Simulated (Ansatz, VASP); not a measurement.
Two plane-wave programs on Ni

```
CELL_PARAMETERS angstrom
2.30572 0.00000 0.00000
0.00000 2.30572 0.00000
0.00000 0.00000 2.30572
ATOMIC_POSITIONS crystal
Ni 0.00000 0.00000 0.00000
```

Alike in both runs: functional r2SCAN; k mesh 8 × 8 × 8; occupations gaussian, width 0.1 eV; collinear spin.

Ansatz relaxed the structure, and its values are those at the end. VASP's run is a single point on that final structure, the one shown.

|  | VASP | Ansatz |
| --- | --- | --- |
| version | VASP 6.6.1 | Ansatz 0.2.0 |
| potentials or method | VASP PAW PBE potentials, release 64 (Ni), cutoff 520 eV | scalar-relativistic, plane waves, PAW |
| valence electrons in the cell | 10 | 18 |

Ansatz gave:

| Property | Result |
| --- | --- |
| gap on the k mesh at the Fermi level (eV) | none |
| pressure (GPa) | -0.2 |
| net moment per atom (μB) | 0.81 |
| size of the moment on the site where the two differ most (μB) | 0.85 |

Question: Which values does VASP return?

Answer: gap on the k mesh at the Fermi level (eV): none; pressure (GPa): 0.0; net moment per atom (μB): 0.80; size of the moment on the site where the two differ most (μB): 0.81.

VASP's potentials were made for PBE, not for r2SCAN. Site moments also hang on the region over which each program counts them. A gap of «none» marks a metal or a gap that the smearing closes. The functional is the same, so the differences come from potentials, cutoffs and numerics. VASP's potentials hold 10 valence electrons a cell and Ansatz's 18, so a difference there can come from the potentials and not from the codes.
